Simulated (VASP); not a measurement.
A run of VASP 6.6.1 is set up as follows.

The input INCAR:

```
SYSTEM = ScF3
PREC     = Accurate       ! precision mode
ENCUT    = 520            ! plane-wave cutoff, eV
EDIFF    = 1E-6           ! SCF threshold, eV
ISMEAR   = 0              ! smearing method
SIGMA    = 0.05           ! smearing width, eV
LREAL    = .FALSE.        ! projectors in reciprocal space
LASPH    = .TRUE.         ! aspherical terms in the spheres
NELM     = 60             ! most SCF steps
ALGO     = Normal         ! electronic algorithm
ISIF     = 2              ! what is computed and relaxed
LWAVE    = .FALSE.        ! write WAVECAR
LCHARG   = .TRUE.         ! write CHGCAR
GGA      = CA             ! functional
LELF     = .TRUE.         ! ELF
LVHAR    = .TRUE.       
NBANDS   = 24             ! bands
```

File KPOINTS:

```
Automatic mesh
0
G
  6 6 6
  0 0 0
```

File POSCAR:

```
ScF3
1.0
    3.9477217457      0.0000000000      0.0000000000
    0.0000000000      3.9477217457      0.0000000000
    0.0000000000      0.0000000000      4.1451078329
Sc F
1 3
Direct
    0.0000000000      0.0000000000      0.0000000000
    0.5000000000      0.0000000000      0.0000000000
    0.0000000000      0.5000000000      0.0000000000
    0.0000000000      0.0000000000      0.5000000000
```

Potentials or basis: VASP PAW LDA potentials, release 64 (Sc_sv, F).

Command:

```sh
$ cat potpaw_LDA.64/Sc_sv/POTCAR potpaw_LDA.64/F/POTCAR > POTCAR
$ mpirun -np 1 vasp_std > vasp.out
```

Predict the band gap on the k mesh.

6.05 eV, indirect (least direct gap 6.39 eV).

What does it give for the pressure?

-1.8 GPa.

Stress tensor (GPa, compression positive):
```
 1.89  0.00  0.00
 0.00  1.89  0.00
 0.00  0.00 -9.25
```

 A k mesh can miss the band edges.
